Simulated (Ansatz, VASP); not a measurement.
# Hf: VASP beside Ansatz

POSCAR

```
Hf
1.0
    0.0000000000      2.2492138765      2.2492138765
    2.2492138765      0.0000000000      2.2492138765
    2.2492138765      2.2492138765      0.0000000000
Hf
1
Direct
    0.0000000000      0.0000000000      0.0000000000
```

File INCAR.step1:

```
SYSTEM = Hf
  PREC = Accurate
  ENCUT = 520
  ISMEAR = -1
  SIGMA = 0.05
  LREAL = .FALSE.
  LASPH = .TRUE.
  NELM = 100
  NBANDS = 11
  GGA = PE
  ALGO = Normal
  EDIFF = 1E-4
  LWAVE = .TRUE.
  LCHARG = .FALSE.
```

INCAR.step2

```
SYSTEM = Hf
  PREC = Accurate
  ENCUT = 520
  EDIFF = 1E-6
  ISMEAR = -1
  SIGMA = 0.05
  LREAL = .FALSE.
  LASPH = .TRUE.
  NELM = 100
  ALGO = Normal
  ISIF = 2
  LWAVE = .FALSE.
  LCHARG = .FALSE.
  METAGGA = R2SCAN
  LMIXTAU = .TRUE.
  NBANDS = 11
  ISTART = 1
```

File KPOINTS:

```
regular mesh
0
G
  10 10 10
  0 0 0
```

File input.yaml:

```yaml
crystal:
  lattice:
    - [0.0, 2.2492138765, 2.2492138765]
    - [2.2492138765, 0.0, 2.2492138765]
    - [2.2492138765, 2.2492138765, 0.0]
  atoms:
    - { symbol: Hf, position: [0.0, 0.0, 0.0] }
hamiltonian:
  xc: r2scan
  pseudopotentials: { kind: paw }
kpoints:
  mp_grid: { grid: [10, 10, 10] }
scf:
  occupations: { method: fermi_dirac, width: 0.05 }
output:
  forces: true
  stress: true
  eigenvalues: true
```

Alike in both runs: task single point; functional r2SCAN; k mesh 10 × 10 × 10; occupations fermi-dirac, width 0.05 eV; no spin polarisation.

```csv
,VASP,Ansatz
version,VASP 6.6.1,Ansatz 0.2.0
potentials or method,"VASP PAW PBE potentials, release 64 (Hf_pv)",Ansatz PAW
plane-wave cutoff (eV),520,500
valence electrons in the cell,10,26
```

Ansatz gave:

* gap on the k mesh at the Fermi level (eV): none
* pressure (GPa): -1.4

Q: Which values does VASP return?

A: gap on the k mesh at the Fermi level (eV): none; pressure (GPa): -1.9.

VASP's potentials were made for PBE, not for r2SCAN. A gap of «none» marks a metal or a gap that the smearing closes. VASP's potentials hold 10 valence electrons a cell and Ansatz's 26, so a difference there can come from the potentials and not from the codes.

Spin-orbit coupling is off throughout.
